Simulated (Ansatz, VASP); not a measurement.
One calculation of TiO2, two programs

```
Ti O
1.0
     1.49733    0.86448    6.98154
    -1.49733    0.86448    6.98154
     0.00000   -1.72897    6.98154
Ti O
1 2
Cartesian
  0.0000 0.0000 0.0000
  0.0000 0.0000 7.9492
  0.0000 0.0000 12.9955
```

Alike in both runs: task single point; functional r2SCAN; k mesh 6 × 6 × 6; occupations fermi-dirac, width 0.05 eV; no spin polarisation.

|  | VASP | Ansatz |
| --- | --- | --- |
| version | VASP 6.6.1 | Ansatz 0.2.0 |
| potentials or method | VASP PAW PBE potentials, release 64 (Ti_sv, O) | Ansatz PAW |
| plane-wave cutoff (eV) | 520 | 500 |
| valence electrons in the cell | 24 | 24 |

Ansatz gave:

| Property | Result |
| --- | --- |
| gap on the k mesh at the Fermi level (eV) | 3.07 |
| least direct gap on the mesh (eV) | 3.26 |
| pressure (GPa) | -3.4 |
| traceless stress, the component that is largest in VASP (GPa) | 0.81 |
| rms of the force components (eV/Å) | 0.209 |

Q: What did VASP give for the same quantities?

A: gap on the k mesh at the Fermi level (eV): 3.10; least direct gap on the mesh (eV): 3.30; pressure (GPa): -2.6; traceless stress, the component that is largest in VASP (GPa): 0.37; rms of the force components (eV/Å): 0.168.

VASP's potentials were made for PBE, not for r2SCAN. Atom by atom the forces differ by 0.041 eV/Å (rms over components).
